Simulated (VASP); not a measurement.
KF: single point with r2SCAN

KF:

```xyz
2
Lattice="0.0000 2.7243 2.7243 2.7243 0.0000 2.7243 2.7243 2.7243 0.0000" Properties=species:S:1:pos:R:3 pbc="T T T"
K     0.0000    0.0000    0.0000
F     2.7243    2.7243    2.7243
```

- Program: VASP 6.6.1
- Task: single point
- Functional: r2SCAN
- Potentials or basis: VASP PAW PBE potentials, release 64 (K_sv, F)
- Cutoff: 520 eV
- k mesh: 9 × 9 × 9
- Occupations: fermi-dirac, width 0.05 eV
- Spin: no spin polarisation
- Dipole correction: no
- Further INCAR settings: ALGO = Normal; EDIFF = 1e-07; NBANDS = 15

| Item | Value |
| --- | --- |
| Pressure | -2.2 GPa |
| Band gap on the k mesh | 6.53 eV |

Levels at points of the mesh, in eV from the valence-band top:
```
           k point  band 5  band 6  band 7  band 8  band 9  band 10  band 11  band 12
(0.00, 0.00, 0.00)   -9.82    0.00    0.00    0.00    6.53    11.29    11.29    11.29
```

Wall time 2.6 min on 1 thread of Intel Xeon 8259CL, on a shared host, peak memory 0.18 GiB.

Caveat: the PAW data sets were made with another functional, which shifts forces and pressure a little; an odd mesh through Γ misses points on the zone boundary, where band edges can lie. r2SCAN opens gaps a little over a GGA but as a rule still falls short of measured ones.
